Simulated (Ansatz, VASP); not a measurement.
# Two plane-wave programs on InSb

```
In Sb
1.0
     0.00000    3.23391    3.28753
     3.23391    0.00000    3.28753
     3.23391    3.23391    0.00000
In Sb
1 1
Direct
  0.00000 0.00000 0.00000
  0.25000 0.25000 0.25000
```

Change from the starting cell: strained cell.

Alike in both runs: functional PBEsol; k mesh 10 × 10 × 10; occupations gaussian, width 0.1 eV; no spin polarisation.

Ansatz relaxed the structure, and its values are those at the end. VASP's run is a single point on that final structure, the one shown.

|  | VASP | Ansatz |
| --- | --- | --- |
| version | VASP 6.6.1 | Ansatz 0.2.0 |
| potentials or method | VASP PAW PBE potentials, release 64 (In_d, Sb), cutoff 500 eV | scalar-relativistic, plane waves, PAW |
| valence electrons in the cell | 18 | 28 |

|  | VASP | Ansatz | Ansatz less VASP |
| --- | --- | --- | --- |
| gap on the k mesh at the Fermi level (eV) | none | none | - |
| pressure (GPa) | 0.3 | 0.3 | -0.02 |

VASP's potentials were made for PBE, not for PBEsol. A gap of «none» marks a metal or a gap that the smearing closes. With one functional, cell and mesh, what is left measures potentials, basis and numerics. VASP's potentials hold 18 valence electrons a cell and Ansatz's 28, so a difference there can come from the potentials and not from the codes. Ansatz's warnings: stress scf threshold loose.

Spin-orbit coupling is off throughout.
